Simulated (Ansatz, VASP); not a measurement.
**SnO in VASP and in Ansatz**

```
CELL_PARAMETERS angstrom
3.35500 0.00000 0.00000
0.00000 5.67410 0.00000
0.00000 0.00000 4.22197
ATOMIC_POSITIONS crystal
Sn 0.00000 0.23191 0.51314
Sn 0.50000 0.76809 0.01314
O 0.00000 0.89125 0.73686
O 0.50000 0.10875 0.23686
```

Alike in both runs: task single point; functional PBEsol; k mesh 5 × 3 × 4; no spin polarisation.

|  | VASP | Ansatz |
| --- | --- | --- |
| version | VASP 6.6.1 | Ansatz 0.2.0 |
| potentials or method | VASP PAW PBE potentials, release 64 (Sn_d, O) | plane waves, PAW |
| plane-wave cutoff (eV) | 520 | 420 |
| occupations | gaussian, width 0.01 eV | fixed |
| valence electrons in the cell | 40 | 40 |

|  | VASP | Ansatz | Ansatz less VASP |
| --- | --- | --- | --- |
| gap on the k mesh at the Fermi level (eV) | 1.54 | 1.55 | +0.011 |
| pressure (GPa) | -2.8 | -3.0 | -0.20 |
| traceless stress, the component that is largest in VASP (GPa) | -0.56 | -0.59 | -0.033 |
| rms of the force components (eV/Å) | 0.158 | 0.189 | +0.0314 |

VASP's potentials were made for PBE, not for PBEsol. Atom by atom the forces differ by 0.033 eV/Å (rms over components). Ansatz's warnings: stress scf threshold loose.
